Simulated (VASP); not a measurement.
# Mg (P6_3/mmc) in VASP: single point with PBE

Aim: the single point of Mg with PBE.

Everything below comes from runs of VASP 6.6.1. Logs are shortened: lines on timing, memory, paths and dates and some standing lists are left out, and cuts for length are marked.

## 1. The cell of the first run

The structure is hexagonal, space group P6_3/mmc (No. 194). The conventional cell has a = 3.209 Å, b = 3.209 Å, c = 5.146 Å, α = 90.00°, β = 90.00°, γ = 120.00°. Within 4.2 Å of Mg (site symmetry -6m2) lie 12 Mg at 3.17 to 3.21 Å.

## 2. Single point, PBE

INCAR

```
SYSTEM = Mg
ALGO = Normal
EDIFF = 1E-6
ENCUT = 520
GGA = PE
ISIF = 2
ISMEAR = 0
LASPH = .TRUE.
LCHARG = .TRUE.
LELF = .TRUE.
LREAL = .FALSE.
LVHAR = .TRUE.
LWAVE = .FALSE.
NBANDS = 9
NELM = 60
PREC = Accurate
SIGMA = 0.1
```

KPOINTS

```
k-points
0
G
  12 12 7
  0 0 0
```

POSCAR

```
Mg
1.0
    3.2088450500      0.0000000000      0.0000000000
   -1.6044225250      2.7789413301      0.0000000000
    0.0000000000      0.0000000000      5.1459161596
Mg
2
Direct
    0.3333333333      0.6666666667      0.2500000000
    0.6666666667      0.3333333333      0.7500000000
```

Potentials or basis: VASP PAW PBE potentials, release 64 (Mg).

Started as:

```console
$ cat potpaw_PBE.64/Mg/POTCAR > POTCAR
$ mpirun -np 1 vasp_std > vasp.out
```

OUTCAR:

```text
SYSTEM = Mg
   EDIFF = 1E-6
   ENCUT = 520
   GGA = PE
   ISIF = 2
   ISMEAR = 0
   LASPH = .TRUE.
   LREAL = .FALSE.
   NELM = 60
   PREC = Accurate

 ion  position               nearest neighbor table
   1  0.333  0.667  0.250-   2 3.17   2 3.17   2 3.17   2 3.17   2 3.17   2 3.17
   2  0.667  0.333  0.750-   1 3.17   1 3.17   1 3.17   1 3.17   1 3.17   1 3.17

  LATTYP: Found a hexagonal cell.
 ALAT       =     3.2088450500
 C/A-ratio  =     1.6036661414

  Lattice vectors:

 A1 = (   3.2088450500,   0.0000000000,   0.0000000000)
 A2 = (  -1.6044225250,   2.7789413301,   0.0000000000)
 A3 = (   0.0000000000,   0.0000000000,   5.1459161596)

Analysis of symmetry for initial positions (statically):
=====================================================================
 Subroutine PRICEL returns:
 Original cell was already a primitive cell.

 Routine SETGRP: Setting up the symmetry group for a
 hexagonal supercell.

 Subroutine GETGRP returns: Found 24 space group operations
 (whereof 12 operations were pure point group operations)
 out of a pool of 24 trial point group operations.

The static configuration has the point symmetry D_3d.
 The point group associated with its full space group is D_6h.

Analysis of symmetry for dynamics (positions and initial velocities):
=====================================================================
 Subroutine PRICEL returns:
 Original cell was already a primitive cell.

 Routine SETGRP: Setting up the symmetry group for a
 hexagonal supercell.

 Subroutine GETGRP returns: Found 24 space group operations
 (whereof 12 operations were pure point group operations)
 out of a pool of 24 trial point group operations.

The dynamic configuration has the point symmetry D_3d.
 The point group associated with its full space group is D_6h.

 Subroutine INISYM returns: Found 24 space group operations
 (whereof 12 operations are pure point group operations),
 and found     1 'primitive' translations

----------------------------------------------------------------------------------------

                                     Primitive cell

  volume of cell :      45.8871

  direct lattice vectors                    reciprocal lattice vectors
     3.208845050  0.000000000  0.000000000     0.311638607  0.179924633  0.000000000
    -1.604422525  2.778941330  0.000000000     0.000000000  0.359849267  0.000000000
     0.000000000  0.000000000  5.145916160     0.000000000  0.000000000  0.194328856

  length of vectors
     3.208845050  3.208845050  5.145916160     0.359849267  0.359849267  0.194328856

  position of ions in fractional coordinates (direct lattice)
     0.333333333  0.666666667  0.250000000
     0.666666667  0.333333333  0.750000000

  ion indices of the primitive-cell ions
   primitive index   ion index
                 1           1
                 2           2

----------------------------------------------------------------------------------------

 KPOINTS: k-points

Automatic generation of k-mesh.
 Grid dimensions read from file:
 generate k-points for:   12   12    7

 Generating k-lattice:

  Cartesian coordinates                     Fractional coordinates (reciprocal lattice)
     0.025969884  0.014993719  0.000000000     0.083333333  0.000000000  0.000000000
     0.000000000  0.029987439  0.000000000     0.000000000  0.083333333  0.000000000
     0.000000000  0.000000000  0.027761265     0.000000000  0.000000000  0.142857143

  Length of vectors
     0.029987439  0.029987439  0.027761265

  Shift w.r.t. Gamma in fractional coordinates (k-lattice)
     0.000000000  0.000000000  0.000000000

 Subroutine IBZKPT returns following result:
 ===========================================

 Found     76 irreducible k-points:

 Following reciprocal coordinates:
            Coordinates               Weight
  0.000000  0.000000  0.000000      1.000000
  0.083333 -0.000000  0.000000      6.000000
  0.166667 -0.000000  0.000000      6.000000
  0.250000 -0.000000  0.000000      6.000000
  0.333333 -0.000000  0.000000      6.000000
  0.416667 -0.000000  0.000000      6.000000
[... 16 lines left out ...]
  0.250000 -0.000000  0.142857     12.000000
  0.333333 -0.000000  0.142857     12.000000
 [... further k-points ...]
   k-points           NKPTS =     76   k-points in BZ     NKDIM =     76   number of bands    NBANDS=      9
   number of dos      NEDOS =    301   number of ions     NIONS =      2
   total plane-waves  NPLWV =  23040
   dimension x,y,z NGX =    24 NGY =   24 NGZ =   40
   dimension x,y,z NGXF=    48 NGYF=   48 NGZF=   80
   ions per type =               2
   NGX,Y,Z   is equivalent  to a cutoff of  12.43, 12.43, 12.92 a.u.
   NGXF,Y,Z  is equivalent  to a cutoff of  24.87, 24.87, 25.85 a.u.
 SYSTEM =  Mg
   PREC   = accura    normal or accurate (medium, high low for compatibility)
   ISTART =      0    job   : 0-new  1-cont  2-samecut
   ICHARG =      2    charge: 1-file 2-atom 10-const
   ISPIN  =      1    spin polarized calculation?
   LNONCOLLINEAR =      F non collinear calculations
   LSORBIT =      F    spin-orbit coupling
   LASPH  =      T    aspherical Exc in radial PAW
   ENCUT  =  520.0 eV  38.22 Ry    6.18 a.u.   5.97  5.97  9.57*2*pi/ulx,y,z
   NELM   =     60;   NELMIN=  2; NELMDL= -5     # of ELM steps
   EDIFF  = 0.1E-05   stopping-criterion for ELM
   LREAL  =      F    real-space projection
   EDIFFG = 0.1E-04   stopping-criterion for IOM
   NSW    =      0    number of steps for IOM
   IBRION =     -1    ionic relax: 0-MD 1-quasi-New 2-CG
   NFREE  =      0    steps in history (QN), initial steepest desc. (CG)
   ISIF   =      2    stress and relaxation
   ISYM   =      2    0-nonsym 1-usesym 2-fastsym
   POTIM  = 0.5000    time-step for ionic-motion
   TEBEG  =    0.0;   TEEND  =   0.0 temperature during run
   PSTRESS=    0.0 pullay stress
   NELECT =       4.0000    total number of electrons
   NUPDOWN=      -1.0000    fix difference up-down
   EMIN   =  10.00;   EMAX   =-10.00  energy-range for DOS
   EFERMI =   0.00;   METHOD = LEGACY
   ISMEAR =     0;   SIGMA  =   0.10  broadening in eV -4-tet -1-fermi 0-gaus
   EFERMI_NEDOS =   21; number of points for ismear=-14 and -15
   IALGO  =     38    algorithm
   IMIX   =      4    mixing-type and parameters
     AMIX     =   0.40;   BMIX     =  1.00
     AMIX_MAG =   1.60;   BMIX_MAG =  1.00
  volume/ion in A,a.u.               =      22.94       154.83
  Fermi-wavevector in a.u.,A,eV,Ry     =   0.725880  1.371713  7.168925  0.526901
  Thomas-Fermi vector in A             =   1.816712
   LORBIT       =      0    0 simple, 1 ext, 2 COOP (PROOUT), +10 PAW based schemes
   GGA     = PE    functional components
   LHFCALC =     F    Hartree Fock is set to
   AEXX    =    0.0000 exact exchange contribution
   IVDW    =     0    specifies the selected vdW correction
   LEPSILON=     F    determine dielectric tensor
   LRPA    =     F    only Hartree local field effects (RPA)
 non-spin polarized calculation
 Gauss-broadening in eV      SIGMA  =   0.10
  energy-cutoff  :      520.00
  volume of cell :       45.89
 maximum number of plane-waves:      1254
 NGX is ok and might be reduce to    24
   NGX = 11   NGY = 11   NGZ = 19

 number of electron       4.0000000 magnetization

 Free energy of the ion-electron system (eV)
  ---------------------------------------------------
  ext. energy  EPLUGINS =         0.00000000
  ---------------------------------------------------
  free energy    TOTEN  =        -3.01608389 eV

  energy without entropy =       -3.01243710  energy(sigma->0) =       -3.01426050

 E-fermi :   2.5673     XC(G=0):  -8.4928

 val. band max:        2.5073152801   @ k =   0.4167   0.0833   0.4286
 cond. band min:       2.6272050521   @ k =   0.2500   0.0833   0.0000
 fundamental gap:      0.1198897719
 Fermi energy:         2.5672604857

 k-point     1 :       0.0000    0.0000    0.0000
  band No.  band energies     occupation
      1      -4.2977      2.00000
      2       1.0157      2.00000
      3       1.5100      2.00000
      4      13.4493      0.00000
      5      13.4493      0.00000
      6      13.5344      0.00000
      7      13.5344      0.00000
      8      14.5241      0.00000
      9      15.9325      0.00000

 k-point     2 :       0.0833   -0.0000    0.0000
  band No.  band energies     occupation
      1      -4.1620      2.00000
      2       1.1395      2.00000
      3       1.6416      2.00000
      4      11.1853      0.00000
      5      12.2396      0.00000
      6      13.0747      0.00000
      7      14.9363      0.00000
      8      15.4786      0.00000
      9      15.9006      0.00000

 k-point     3 :       0.1667   -0.0000    0.0000
  band No.  band energies     occupation
      1      -3.7563      2.00000
      2       1.5110      2.00000
      3       2.0311      2.00000
      4       8.6790      0.00000
      5      11.2138      0.00000
      6      11.8745      0.00000
      7      13.4485      0.00000
      8      14.4451      0.00000
      9      15.8521      0.00000

 k-point     4 :       0.2500   -0.0000    0.0000
  band No.  band energies     occupation
      1      -3.0839      2.00000
      2       2.1309      2.00000
      3       2.6533      0.22371
      4       6.3648      0.00000
      5      10.4171      0.00000
      6      10.6071      0.00000
      7      11.1176      0.00000
      8      12.8219      0.00000
      9      14.9584      0.00000
[... 205 lines left out ...]
 k-point    22 :       0.1667   -0.0000    0.1429
  band No.  band energies     occupation
      1      -3.6407      2.00000
      2       0.3125      2.00000
      3       3.4262      0.00000
      4       8.7805      0.00000
      5      11.3108      0.00000
      6      11.7168      0.00000
      7      12.7848      0.00000
      8      14.6134      0.00000
      9      14.7024      0.00000

 k-point    23 :       0.2500   -0.0000    0.1429
  band No.  band energies     occupation
      1      -2.9690      2.00000
      2       0.9515      2.00000
      3       4.0102      0.00000
      4       6.4870      0.00000
      5       9.8488      0.00000
      6      10.5145      0.00000
      7      11.4250      0.00000
      8      13.4475      0.00000
      9      13.9347      0.00000

 k-point    24 :       0.3333   -0.0000    0.1429
  band No.  band energies     occupation
      1      -2.0367      2.00000
      2       1.8236      2.00000
      3       4.0502      0.00000
      4       5.2008      0.00000
      5       7.8809      0.00000
      6       9.9468      0.00000
      7      10.2210      0.00000
      8      12.0174      0.00000
      9      13.3568      0.00000

 [... further k-points ...]
[... 5 lines left out ...]
  --------------------------------------------------------------------------------------
  -------------------------------------------------------------------------------------
  Total       -0.0196066     -0.0196066     -0.0964391      0.0000000      0.0000000      0.0000000
  in kB       -0.6845754     -0.6845754     -3.3672308      0.0000000      0.0000000      0.0000000
  external PRESSURE =      -1.5787938 kB  Pullay stress =       0.0000000 kB

 VOLUME and BASIS-vectors are now :
 -----------------------------------------------------------------------------
  energy-cutoff  :      520.00
  volume of cell :       45.89
      direct lattice vectors                 reciprocal lattice vectors
     3.208845050  0.000000000  0.000000000     0.311638607  0.179924633  0.000000000
    -1.604422525  2.778941330  0.000000000     0.000000000  0.359849267  0.000000000
     0.000000000  0.000000000  5.145916160     0.000000000  0.000000000  0.194328856

 POSITION                                       TOTAL-FORCE (eV/Angst)
 -----------------------------------------------------------------------------------
     -0.00000      1.85263      1.28648        -0.000000      0.000000      0.000000
      1.60442      0.92631      3.85944         0.000000     -0.000000      0.000000
 -----------------------------------------------------------------------------------
    total drift:                               -0.000000      0.000000     -0.000000

  FREE ENERGIE OF THE ION-ELECTRON SYSTEM (eV)
  ---------------------------------------------------
  free  energy   TOTEN  =        -3.0160838929 eV

  energy  without entropy=       -3.0124370985  energy(sigma->0) =       -3.01426050
```

It took 22 s on 1 thread of Oxide Virtual Turin-like, shared host; peak memory 0.14 GiB.

What came out:

| Property | Result |
| --- | --- |
| Free energy | -3.0161 eV |
| Pressure | -0.2 GPa |
| Band gap on the k mesh | zero (bands 2 and 3 overlap by 2.09 eV) |

Stress tensor (GPa, compression positive):
```
-0.07  0.00  0.00
 0.00 -0.07  0.00
 0.00  0.00 -0.34
```

The gap in the log of VASP goes by the Fermi energy; the results here count the filled bands.